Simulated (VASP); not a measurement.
# MgCd7Te8 (P1) in VASP: single point with r2SCAN

Aim: the single point of MgCd7Te8 with r2SCAN.

Everything below comes from runs of VASP 6.6.1. Logs are shortened: lines on timing, memory, paths and dates and some standing lists are left out, and cuts for length are marked.

## 1. The cell of the first run

The typed cell holds 64 atoms: a = 12.966 Å, b = 12.966 Å, c = 12.966 Å, α = 90.00°, β = 90.00°, γ = 90.00°.

## 2. Single point, r2SCAN

Input file POSCAR:

```
MgCd7Te8
1.0
   12.9658310000      0.0000000000      0.0000000000
    0.0000000000     12.9658310000      0.0000000000
    0.0000000000      0.0000000000     12.9658310000
Cd Mg Te
28 4 32
Direct
    0.0006110000      0.0002520000      0.0001420000
    0.0002480000      0.0003470000      0.5001380000
    0.0000730000      0.5009110000      0.0002900000
    0.0006610000      0.5005690000      0.5005200000
    0.5010100000      0.0000170000      0.4999040000
    0.5009470000      0.5008690000      0.0005110000
    0.5006730000      0.5008380000      0.5005100000
    0.2506240000      0.2505170000      0.9999940000
    0.2507800000      0.2505150000      0.5001090000
    0.2506620000      0.7504700000      0.5000330000
    0.7498200000      0.2501680000      0.0005750000
    0.7509090000      0.2506140000      0.5002530000
    0.7505220000      0.7499910000      0.9997110000
    0.7498390000      0.7509320000      0.4998750000
    0.2508850000      0.0000620000      0.2496940000
    0.2506300000      0.0006360000      0.7504610000
    0.2505540000      0.5006020000      0.2503580000
    0.2510940000      0.5010800000      0.7507330000
    0.7493020000      0.0000700000      0.2500150000
    0.7503270000      0.0005250000      0.7504490000
    0.7502760000      0.5007010000      0.2503120000
    0.0002250000      0.2503900000      0.2502660000
    0.0006600000      0.2505030000      0.7500880000
    0.0004000000      0.7502060000      0.2498720000
    0.0000240000      0.7503880000      0.7508870000
    0.5010200000      0.2498710000      0.2496840000
    0.5006170000      0.2505720000      0.7507580000
    0.5009660000      0.7504570000      0.7505260000
    0.4987780000      0.9989860000      0.0000410000
    0.2497230000      0.7503830000      0.0001310000
    0.7496910000      0.4995480000      0.7494450000
    0.4986630000      0.7501050000      0.2489840000
    0.1252640000      0.1252110000      0.1249040000
    0.1253020000      0.1250230000      0.6248400000
    0.1258560000      0.6257220000      0.1241900000
    0.1253580000      0.6254880000      0.6252480000
    0.6235540000      0.1233580000      0.1230920000
    0.6251130000      0.1252220000      0.6247950000
    0.6246450000      0.6263040000      0.1259620000
    0.6260400000      0.6247940000      0.6258780000
    0.3753640000      0.3752240000      0.1249000000
    0.3753240000      0.3753050000      0.6252100000
    0.3751220000      0.8738600000      0.1237660000
    0.3754050000      0.8750610000      0.6250830000
    0.8748030000      0.3751790000      0.1249420000
    0.8747970000      0.3758840000      0.6256760000
    0.8749100000      0.8749700000      0.1246840000
    0.8748440000      0.8750910000      0.6250250000
    0.3753030000      0.1249390000      0.3747710000
    0.3760920000      0.1245530000      0.8757390000
    0.3760090000      0.6257690000      0.3744790000
    0.3748320000      0.6263960000      0.8762510000
    0.8745700000      0.1246470000      0.3745280000
    0.8752770000      0.1252830000      0.8750350000
    0.8751850000      0.6252770000      0.3751150000
    0.8735870000      0.6236750000      0.8736010000
    0.1251030000      0.3752190000      0.3749300000
    0.1252340000      0.3754420000      0.8749850000
    0.1251320000      0.8751340000      0.3746530000
    0.1258410000      0.8744780000      0.8755580000
    0.6249860000      0.3749670000      0.3748570000
    0.6258650000      0.3761190000      0.8746650000
    0.6233710000      0.8734030000      0.3732560000
    0.6245750000      0.8761060000      0.8759140000
```

Input file INCAR.step1:

```
SYSTEM = MgCd7Te8
  PREC = Accurate
  ENCUT = 520
  ISMEAR = -1
  SIGMA = 0.05
  LREAL = Auto
  LASPH = .True.
  NELM = 60
  NBANDS = 306
  GGA = PE
  ALGO = Normal
  EDIFF = 1E-4
  LWAVE = .True.
  LCHARG = .False.
  NCORE = 4
```

Input file INCAR.step2:

```
SYSTEM = MgCd7Te8
  PREC = Accurate
  ENCUT = 520
  EDIFF = 1E-6
  ISMEAR = -1
  SIGMA = 0.05
  LREAL = Auto
  LASPH = .True.
  NELM = 60
  ALGO = Normal
  ISIF = 2
  LWAVE = .False.
  LCHARG = .False.
  METAGGA = R2SCAN
  LMIXTAU = .True.
  NBANDS = 306
  ISTART = 1
  NCORE = 4
```

Input file KPOINTS:

```
Automatic mesh
0
Gamma
  1 1 1
  0 0 0
```

Potentials or basis: VASP PAW PBE potentials, release 64 (Cd, Mg, Te).

On the command line:

```
> cat potpaw_PBE.64/Cd/POTCAR potpaw_PBE.64/Mg/POTCAR potpaw_PBE.64/Te/POTCAR > POTCAR
> cp INCAR.step1 INCAR
> mpirun -np 4 vasp_gam > vasp.out
> cp INCAR.step2 INCAR
> mpirun -np 4 vasp_gam > vasp.out
```

OUTCAR:

```text
SYSTEM = MgCd7Te8
   PREC = Accurate
   ENCUT = 520
   EDIFF = 1E-6
   ISMEAR = -1
   LREAL = Auto
   LASPH = .True.
   NELM = 60
   ISIF = 2
   METAGGA = R2SCAN
   ISTART = 1

 ion  position               nearest neighbor table
   1  0.001  0.000  0.000-  33 2.80  54 2.81  47 2.81  60 2.81
   2  0.000  0.000  0.500-  34 2.80  48 2.81  59 2.81  53 2.81
   3  0.000  0.501  0.000-  35 2.80  45 2.81  58 2.81  56 2.81
   4  0.001  0.501  0.501-  36 2.80  57 2.81  55 2.81  46 2.81
   5  0.501  0.000  0.500-  38 2.80  63 2.81  44 2.81  49 2.81
   6  0.501  0.501  0.001-  39 2.80  62 2.81  41 2.81  52 2.81
[... 56 lines left out ...]
  63  0.623  0.873  0.373-  32 2.79  14 2.81   5 2.81  19 2.81
  64  0.625  0.876  0.876-  29 2.79  28 2.80  20 2.81  13 2.81

  LATTYP: Found a simple cubic cell.
 ALAT       =    12.9658310000

  Lattice vectors:

 A1 = (  12.9658310000,   0.0000000000,   0.0000000000)
 A2 = (   0.0000000000,  12.9658310000,   0.0000000000)
 A3 = (   0.0000000000,   0.0000000000,  12.9658310000)

Analysis of symmetry for initial positions (statically):
=====================================================================
 Subroutine PRICEL returns:
 Original cell was already a primitive cell.

 Routine SETGRP: Setting up the symmetry group for a
 simple cubic supercell.

 Subroutine GETGRP returns: Found  1 space group operations
 (whereof  1 operations were pure point group operations)
 out of a pool of 48 trial point group operations.

The static configuration has the point symmetry C_1 .

Analysis of symmetry for dynamics (positions and initial velocities):
=====================================================================
 Subroutine PRICEL returns:
 Original cell was already a primitive cell.

 Routine SETGRP: Setting up the symmetry group for a
 simple cubic supercell.

 Subroutine GETGRP returns: Found  1 space group operations
 (whereof  1 operations were pure point group operations)
 out of a pool of 48 trial point group operations.

The dynamic configuration has the point symmetry C_1 .

 Subroutine INISYM returns: Found  1 space group operations
 (whereof  1 operations are pure point group operations),
 and found     1 'primitive' translations

----------------------------------------------------------------------------------------

                                     Primitive cell

  volume of cell :    2179.7218

  direct lattice vectors                    reciprocal lattice vectors
    12.965831000  0.000000000  0.000000000     0.077125793  0.000000000  0.000000000
     0.000000000 12.965831000  0.000000000     0.000000000  0.077125793  0.000000000
     0.000000000  0.000000000 12.965831000     0.000000000  0.000000000  0.077125793

  length of vectors
    12.965831000 12.965831000 12.965831000     0.077125793  0.077125793  0.077125793

  position of ions in fractional coordinates (direct lattice)
     0.000611000  0.000252000  0.000142000
     0.000248000  0.000347000  0.500138000
     0.000073000  0.500911000  0.000290000
     0.000661000  0.500569000  0.500520000
     0.501010000  0.000017000  0.499904000
     0.500947000  0.500869000  0.000511000
[... 56 lines left out ...]
     0.623371000  0.873403000  0.373256000
     0.624575000  0.876106000  0.875914000

  ion indices of the primitive-cell ions
   primitive index   ion index
                 1           1
                 2           2
                 3           3
                 4           4
                 5           5
                 6           6
[... 56 lines left out ...]
                63          63
                64          64

----------------------------------------------------------------------------------------

 KPOINTS: Automatic mesh

Automatic generation of k-mesh.
 Grid dimensions read from file:
 generate k-points for:    1    1    1

 Generating k-lattice:

  Cartesian coordinates                     Fractional coordinates (reciprocal lattice)
     0.077125793  0.000000000  0.000000000     1.000000000  0.000000000  0.000000000
     0.000000000  0.077125793  0.000000000     0.000000000  1.000000000  0.000000000
     0.000000000  0.000000000  0.077125793     0.000000000  0.000000000  1.000000000

  Length of vectors
     0.077125793  0.077125793  0.077125793

  Shift w.r.t. Gamma in fractional coordinates (k-lattice)
     0.000000000  0.000000000  0.000000000

 Subroutine IBZKPT returns following result:
 ===========================================

 Found      1 irreducible k-points:

 Following reciprocal coordinates:
            Coordinates               Weight
  0.000000  0.000000  0.000000      1.000000
   k-points           NKPTS =      1   k-points in BZ     NKDIM =      1   number of bands    NBANDS=    306
   number of dos      NEDOS =    301   number of ions     NIONS =     64
   total plane-waves  NPLWV = 884736
   dimension x,y,z NGX =    96 NGY =   96 NGZ =   96
   dimension x,y,z NGXF=   192 NGYF=  192 NGZF=  192
   ions per type =              28   4  32
   NGX,Y,Z   is equivalent  to a cutoff of  12.31, 12.31, 12.31 a.u.
   NGXF,Y,Z  is equivalent  to a cutoff of  24.62, 24.62, 24.62 a.u.
 SYSTEM =  MgCd7Te8
   PREC   = accura    normal or accurate (medium, high low for compatibility)
   ISTART =      1    job   : 0-new  1-cont  2-samecut
   ICHARG =      0    charge: 1-file 2-atom 10-const
   ISPIN  =      1    spin polarized calculation?
   LNONCOLLINEAR =      F non collinear calculations
   LSORBIT =      F    spin-orbit coupling
   LASPH  =      T    aspherical Exc in radial PAW
   ENCUT  =  520.0 eV  38.22 Ry    6.18 a.u.  24.11 24.11 24.11*2*pi/ulx,y,z
   NELM   =     60;   NELMIN=  2; NELMDL=  0     # of ELM steps
   EDIFF  = 0.1E-05   stopping-criterion for ELM
   LREAL  =      T    real-space projection
   EDIFFG = 0.1E-04   stopping-criterion for IOM
   NSW    =      0    number of steps for IOM
   IBRION =     -1    ionic relax: 0-MD 1-quasi-New 2-CG
   NFREE  =      0    steps in history (QN), initial steepest desc. (CG)
   ISIF   =      2    stress and relaxation
   ISYM   =      2    0-nonsym 1-usesym 2-fastsym
   POTIM  = 0.5000    time-step for ionic-motion
   TEBEG  =    0.0;   TEEND  =   0.0 temperature during run
   PSTRESS=    0.0 pullay stress
   NELECT =     536.0000    total number of electrons
   NUPDOWN=      -1.0000    fix difference up-down
   EMIN   =  10.00;   EMAX   =-10.00  energy-range for DOS
   EFERMI =   0.00;   METHOD = LEGACY
   ISMEAR =    -1;   SIGMA  =   0.05  broadening in eV -4-tet -1-fermi 0-gaus
   EFERMI_NEDOS =   21; number of points for ismear=-14 and -15
   IALGO  =     38    algorithm
   IMIX   =      4    mixing-type and parameters
     AMIX     =   0.40;   BMIX     =  1.00
     AMIX_MAG =   1.60;   BMIX_MAG =  1.00
  volume/ion in A,a.u.               =      34.06       229.84
  Fermi-wavevector in a.u.,A,eV,Ry     =   1.025643  1.938184 14.312551  1.051943
  Thomas-Fermi vector in A             =   2.159494
   LORBIT       =      0    0 simple, 1 ext, 2 COOP (PROOUT), +10 PAW based schemes
   METAGGA = R2SCAN    functional components
   LHFCALC =     F    Hartree Fock is set to
   AEXX    =    0.0000 exact exchange contribution
   IVDW    =     0    specifies the selected vdW correction
   LEPSILON=     F    determine dielectric tensor
   LRPA    =     F    only Hartree local field effects (RPA)
 non-spin polarized calculation
  energy-cutoff  :      520.00
  volume of cell :     2179.72
 maximum number of plane-waves:     29351
   NGX = 49   NGY = 49   NGZ = 49

 number of electron     535.9999827 magnetization

 Free energy of the ion-electron system (eV)
  ---------------------------------------------------
  ext. energy  EPLUGINS =         0.00000000
  ---------------------------------------------------
  free energy    TOTEN  =     -1430.71805733 eV

  energy without entropy =    -1430.71805469  energy(sigma->0) =    -1430.71805601

 E-fermi :   2.8056     XC(G=0):  -8.9726

 val. band max:        2.0559952464   @ k =   0.0000   0.0000   0.0000
 cond. band min:       3.5045365701   @ k =   0.0000   0.0000   0.0000
 fundamental gap:      1.4485413237
 Fermi energy:         2.8055989934

 k-point     1 :       0.0000    0.0000    0.0000
  band No.  band energies     occupation
      1      -9.3439      2.00000
      2      -9.0858      2.00000
      3      -9.0858      2.00000
      4      -9.0709      2.00000
      5      -9.0695      2.00000
      6      -9.0672      2.00000
[... 272 lines left out ...]
    279       5.0845      0.00000
    280       5.3712      0.00000
 [bands above 280 left out]

------------------------ aborting loop because EDIFF is reached ----------------------------------------

  FORCE on cell =-STRESS in cart. coord.  units (eV):
  Direction    XX          YY          ZZ          XY          YZ          ZX
  --------------------------------------------------------------------------------------
  -------------------------------------------------------------------------------------
  Total       21.0041107     21.0123266     21.0058450      0.7192982      0.7044055      0.7348893
  in kB       15.4388096     15.4448486     15.4400844      0.5287111      0.5177645      0.5401712
  external PRESSURE =      15.4412475 kB  Pullay stress =       0.0000000 kB

 VOLUME and BASIS-vectors are now :
 -----------------------------------------------------------------------------
  energy-cutoff  :      520.00
  volume of cell :     2179.72
      direct lattice vectors                 reciprocal lattice vectors
    12.965831000  0.000000000  0.000000000     0.077125793  0.000000000  0.000000000
     0.000000000 12.965831000  0.000000000     0.000000000  0.077125793  0.000000000
     0.000000000  0.000000000 12.965831000     0.000000000  0.000000000  0.077125793

 POSITION                                       TOTAL-FORCE (eV/Angst)
 -----------------------------------------------------------------------------------
      0.00792      0.00327      0.00184        -0.023858     -0.016995     -0.022036
      0.00322      0.00450      6.48470        -0.019490     -0.020911     -0.018072
      0.00095      6.49473      0.00376        -0.020092     -0.018097     -0.020878
      0.00857      6.49029      6.48966        -0.017955     -0.018711     -0.017682
      6.49601      0.00022      6.48167        -0.021389     -0.020945     -0.020008
      6.49519      6.49418      0.00663        -0.016360     -0.020413     -0.019998
[... 56 lines left out ...]
      8.08252     11.32440      4.83957        -0.064293     -0.065268     -0.063591
      8.09813     11.35944     11.35695        -0.079355      0.107021      0.104666
 -----------------------------------------------------------------------------------
    total drift:                               -0.023657     -0.019973      0.022799

  FREE ENERGIE OF THE ION-ELECTRON SYSTEM (eV)
  ---------------------------------------------------
  free  energy   TOTEN  =     -1430.7180573305 eV

  energy  without entropy=    -1430.7180546929  energy(sigma->0) =    -1430.71805601
```

Run time: 14 min. Hardware: 4 MPI ranks of Intel Xeon Platinum 8259CL at 2.50GHz (Skylake/Cascade Lake), shared host; peak memory 0.63 GiB.

What came out:

```
Free energy            : -1430.7181 eV
Pressure               : 1.5 GPa
Largest force          : 0.174 eV/Å
Band gap on the k mesh : 1.45 eV
```

Forces on the atoms (eV/Å):
```
Cd  -0.024 -0.017 -0.022
Cd  -0.019 -0.021 -0.018
Cd  -0.020 -0.018 -0.021
Cd  -0.018 -0.019 -0.018
Cd  -0.021 -0.021 -0.020
Cd  -0.016 -0.020 -0.020
Cd  -0.018 -0.016 -0.016
Cd  -0.020 -0.017 -0.022
Cd  -0.022 -0.018 -0.014
Cd  -0.024 -0.021 -0.014
Cd  -0.017 -0.024 -0.019
Cd  -0.016 -0.017 -0.016
Cd  -0.015 -0.022 -0.024
Cd  -0.022 -0.018 -0.020
Cd  -0.019 -0.019 -0.017
Cd  -0.021 -0.016 -0.018
Cd  -0.021 -0.018 -0.013
Cd  -0.013 -0.019 -0.015
Cd  -0.018 -0.017 -0.021
Cd  -0.020 -0.020 -0.021
Cd  -0.019 -0.024 -0.020
Cd  -0.022 -0.022 -0.020
Cd  -0.017 -0.019 -0.018
Cd  -0.021 -0.022 -0.016
Cd  -0.020 -0.016 -0.018
Cd  -0.020 -0.020 -0.022
Cd  -0.017 -0.015 -0.017
Cd  -0.017 -0.018 -0.017
Mg   0.004  0.002 -0.008
Mg  -0.001 -0.003 -0.004
Mg   0.001 -0.002 -0.003
Mg   0.006 -0.004  0.001
Te   0.015  0.015  0.023
Te   0.016  0.018  0.018
Te   0.106  0.104 -0.084
Te   0.016  0.018  0.013
Te  -0.062 -0.062 -0.061
Te   0.019  0.018  0.021
Te  -0.085  0.109  0.106
Te   0.103 -0.082  0.100
Te   0.018  0.018  0.023
Te   0.017  0.017  0.014
Te   0.087 -0.087 -0.088
Te   0.014  0.022  0.016
Te   0.022  0.014  0.017
Te  -0.082  0.105  0.102
Te   0.022  0.024  0.025
Te   0.024  0.016  0.015
Te   0.016  0.019  0.019
Te   0.102 -0.082  0.104
Te   0.104  0.102 -0.085
Te  -0.081  0.105  0.102
Te   0.018  0.019  0.013
Te   0.016  0.018  0.022
Te   0.020  0.017  0.018
Te  -0.064 -0.063 -0.064
Te   0.021  0.018  0.015
Te   0.018  0.015  0.020
Te   0.020  0.021  0.025
Te   0.107 -0.080  0.101
Te   0.021  0.020  0.022
Te   0.103  0.106 -0.082
Te  -0.064 -0.065 -0.064
Te  -0.079  0.107  0.105
```

Levels at points of the mesh, in eV from the valence-band top:
| k point | band 264 | band 265 | band 266 | band 267 | band 268 | band 269 | band 270 | band 271 | band 272 | band 273 |
| --- | --- | --- | --- | --- | --- | --- | --- | --- | --- | --- |
| (0.00, 0.00, 0.00) | -0.72 | -0.71 | -0.01 | 0.00 | 0.00 | 1.45 | 2.35 | 2.36 | 2.37 | 2.38 |

Caveat: the k points lie up to 0.48 Å⁻¹ apart; the PAW data sets were made with another functional, which shifts forces and pressure a little; spin-orbit coupling is left out, which moves the levels of the heavy elements.
